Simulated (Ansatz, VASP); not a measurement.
# TiAl: VASP beside Ansatz

```xyz
2
Lattice="2.9853 0.0000 0.0000 0.0000 2.9853 0.0000 0.0000 0.0000 3.7292" Properties=species:S:1:pos:R:3 pbc="T T T"
Ti    0.0000    0.0000    0.0000
Al    1.4926    1.4926    1.8646
```

Alike in both runs: task single point; functional LDA; k mesh 16 × 16 × 16; occupations gaussian, width 0.15 eV; no spin polarisation.

|  | VASP | Ansatz |
| --- | --- | --- |
| version | VASP 6.6.1 | Ansatz 0.2.0 |
| potentials or method | VASP PAW LDA potentials, release 64 (Ti_sv, Al), cutoff 520 eV | scalar-relativistic, plane waves, PAW |
| valence electrons in the cell | 15 | 15 |

Ansatz gave:

- gap on the k mesh at the Fermi level (eV): none
- pressure (GPa): -9.1
- traceless stress, the component that is largest in VASP (GPa): 5.26

Q: What did VASP give for the same quantities?

A: gap on the k mesh at the Fermi level (eV): none; pressure (GPa): -8.9; traceless stress, the component that is largest in VASP (GPa): 5.25.

Ansatz warns that its potentials were made for another functional, while VASP's fit it. LDA's correlation is that of Perdew and Zunger in VASP and of Perdew and Wang (1992) in Ansatz. A gap of «none» marks a metal or a gap that the smearing closes.
